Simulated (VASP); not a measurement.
Crystal: CoO.

```
Co O
1.0
     1.53675    0.88724    2.47351
    -1.53675    0.88724    2.47351
     0.00000   -1.77448    2.47351
Co O
1 1
Direct
  0.00000 0.00000 0.00000
  0.50000 0.50000 0.50000
```

* Program: VASP 6.6.1
* Task: relaxation of cell and atoms
* Functional: PBE
* Potentials or basis: VASP PAW PBE potentials, release 64 (Co, O)
* Cutoff: 600 eV
* k mesh: 12 × 12 × 12
* Occupations: gaussian, width 0.02 eV
* Spin: collinear spin, ferromagnetic start
* Starting moments: [2.88, 0.24] μB
* Hubbard terms: Co d U = 3.32 eV

At the start: pressure -7.6 GPa; volume 10.12 Å³/atom.

Problem. Where does the relaxation end?

Solution. Over 9 steps the energy falls by 11.9 meV/atom and the volume is 9.65 Å³/atom (-4.6 %); space group R-3m (No. 166, to 0.05 Å); moment 3.00 μB per cell.

The path:
```
step  energy change (eV)  largest force (eV/Å)  pressure (GPa)  volume (Å³)
   1              0.0000                0.0000           -7.64        20.24
   2             -0.0172                0.0000            4.51        18.86
   3             -0.0233                0.0000            0.02        19.30
   4             -0.0233                0.0000           -0.29        19.32
   5             -0.0234                0.0000           -0.13        19.32
   6             -0.0237                0.0000           -0.12        19.31
   7             -0.0234                0.0000           -0.03        19.29
   8             -0.0238                0.0000           -0.10        19.30
   9             -0.0238                0.0000           -0.07        19.30
```

Final structure:
```
CELL_PARAMETERS angstrom
1.51990 0.87751 2.41231
-1.51990 0.87751 2.41231
0.00000 -1.75503 2.41231
ATOMIC_POSITIONS crystal
Co 0.00000 0.00000 0.00000
O 0.50000 0.50000 0.50000
```

Caveat: a cell with one magnetic atom can't hold antiferromagnetic order, which such compounds often take.
